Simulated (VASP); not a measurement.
Here is a VASP 6.6.1 calculation.

The input INCAR:

```
SYSTEM = HfBeC2N
PREC = Accurate
ENCUT = 520
EDIFF = 1E-7
ISMEAR = 0
SIGMA = 0.1
LREAL = .False.
LASPH = .True.
NELM = 80
ALGO = Normal
ISIF = 2
LWAVE = .False.
LCHARG = .True.
GGA = PE
LELF = .True.
LVHAR = .True.
NBANDS = 36
```

KPOINTS

```
Automatic mesh
0
Gamma
  6 4 4
  0 0 0
```

File POSCAR:

```
HfBeC2N
1.0
    3.2134179540      0.0000000000      0.0000000000
    0.0000000000      4.8225637152      0.0000000000
   -0.1644672992      0.0000000000      6.4291455482
Hf Be C N
2 2 4 2
Direct
    0.5827361494      0.9982225139      0.2103537575
    0.5827361494      0.0017774861      0.7103537575
    0.0515844438      0.6116759734      0.4753056899
    0.0515844438      0.3883240266      0.9753056899
    0.7935592978      0.4954450493      0.2471661589
    0.7935592978      0.5045549507      0.7471661589
    0.5028650998      0.5073953977      0.1040236895
    0.5028650998      0.4926046023      0.6040236895
    0.0706206821      0.9705058942      0.4652428395
    0.0706206821      0.0294941058      0.9652428395
```

Potentials or basis: VASP PAW PBE potentials, release 64 (Hf_pv, Be, C, N).

Command:

```bash
$ cat potpaw_PBE.64/Hf_pv/POTCAR potpaw_PBE.64/Be/POTCAR potpaw_PBE.64/C/POTCAR potpaw_PBE.64/N/POTCAR > POTCAR
$ mpirun -np 1 vasp_std > vasp.out
```

Question: Predict the band gap on the k mesh.

Answer: Zero (bands 25 and 26 overlap by 2.07 eV).

Question: Estimate the pressure.

Answer: -1.8 GPa.

Forces in eV/Å, atoms in the order of the input:
```
Hf   0.124  0.197 -0.201
Hf   0.124 -0.197 -0.201
Be  -0.167 -0.055  0.094
Be  -0.167  0.055  0.094
C   -0.009  0.001  0.143
C   -0.009 -0.001  0.143
C    0.007 -0.124 -0.083
C    0.007  0.124 -0.083
N    0.046  0.037  0.047
N    0.046 -0.037  0.047
```

Caveat: spin-orbit coupling is left out, which moves the levels of the heavy elements.
